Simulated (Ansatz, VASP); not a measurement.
# One calculation of ZrNb2N4, two programs

```
Zr Nb N
1.0
     2.11102   -5.43176    0.00000
     2.11102    5.43176    0.00000
     0.00000    0.00000    3.77219
Zr Nb N
1 2 4
Direct
  0.00000 0.00000 0.00000
  0.33748 0.66252 0.50000
  0.66252 0.33748 0.50000
  0.14125 0.85875 0.50000
  0.38772 0.61228 0.00000
  0.85875 0.14125 0.50000
  0.61228 0.38772 0.00000
```

Change from the starting cell: species swapped into the CeRe4Si2 type (Cmmm, No. 65).

Alike in both runs: functional PBE; k mesh 8 × 8 × 8; occupations gaussian, width 0.1 eV; no spin polarisation.

Ansatz relaxed the structure, and its values are those at the end. VASP's run is a single point on that final structure, the one shown.

|  | VASP | Ansatz |
| --- | --- | --- |
| version | VASP 6.6.1 | Ansatz 0.2.0 |
| potentials or method | VASP PAW PBE potentials, release 64 (Zr_sv, Nb_sv, N), cutoff 520 eV | scalar-relativistic, plane waves, PAW |
| valence electrons in the cell | 58 | 58 |

```csv
,VASP,Ansatz,Ansatz less VASP
gap on the k mesh at the Fermi level (eV),none,none,-
pressure (GPa),-0.3,0.0,+0.32
rms of the force components (eV/Å),0.009,0.002,-0.0064
```

A gap of «none» marks a metal or a gap that the smearing closes.
